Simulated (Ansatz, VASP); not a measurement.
# AlB2Ru3 in VASP and in Ansatz

```
CELL_PARAMETERS angstrom
2.75703 0.00000 0.00000
0.00000 2.75703 0.00000
0.00000 0.00000 8.75851
ATOMIC_POSITIONS crystal
Al 0.00000 0.00000 0.00000
B 0.00000 0.00000 0.33479
B 0.00000 0.00000 0.66521
Ru 0.50000 0.50000 0.20230
Ru 0.50000 0.50000 0.50000
Ru 0.50000 0.50000 0.79770
```

Change from the starting cell: species swapped into the Pr3MgAl2 type (P4/mmm, No. 123).

Alike in both runs: functional PBE; k mesh 14 × 14 × 6; occupations gaussian, width 0.1 eV; no spin polarisation.

Ansatz relaxed the structure, and its values are those at the end. VASP's run is a single point on that final structure, the one shown.

|  | VASP | Ansatz |
| --- | --- | --- |
| version | VASP 6.6.1 | Ansatz 0.2.0 |
| potentials or method | VASP PAW PBE potentials, release 64 (Al, B, Ru_pv), cutoff 520 eV | scalar-relativistic, plane waves, PAW |
| valence electrons in the cell | 51 | 57 |

|  | VASP | Ansatz | Ansatz less VASP |
| --- | --- | --- | --- |
| gap on the k mesh at the Fermi level (eV) | none | none | - |
| pressure (GPa) | 0.0 | 0.0 | -0.02 |

A gap of «none» marks a metal or a gap that the smearing closes. VASP's potentials hold 51 valence electrons a cell and Ansatz's 57, so a difference there can come from the potentials and not from the codes.
